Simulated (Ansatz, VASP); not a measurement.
VAu in VASP and in Ansatz

```xyz
2
Lattice="1.4104 0.8143 4.6111 -1.4104 0.8143 4.6111 0.0000 -1.6286 4.6111" Properties=species:S:1:pos:R:3 pbc="T T T"
V     0.0000    0.0000    6.9166
Au    0.0000    0.0000    0.0000
```

Alike in both runs: task single point; functional PBEsol; k mesh 14 × 14 × 14; occupations fermi-dirac, width 0.05 eV; collinear spin.

|  | VASP | Ansatz |
| --- | --- | --- |
| version | VASP 6.6.1 | Ansatz 0.2.0 |
| potentials or method | VASP PAW PBE potentials, release 64 (V_sv, Au) | PAW with Ansatz's default frozen-core files, scalar-relativistic |
| plane-wave cutoff (eV) | 500 | 420 |
| valence electrons in the cell | 24 | 32 |

```csv
,VASP,Ansatz,Ansatz less VASP
pressure (GPa),-9.2,-9.0,+0.14
"traceless stress, the component that is largest in VASP (GPa)",1.67,1.62,-0.044
net moment per atom (μB),0.00,0.00,0.000
```

VASP's potentials were made for PBE, not for PBEsol. VASP's potentials hold 24 valence electrons a cell and Ansatz's 32, so a difference there can come from the potentials and not from the codes. Ansatz's warnings: seeded moment not kept.

Neither program's run includes spin-orbit coupling.
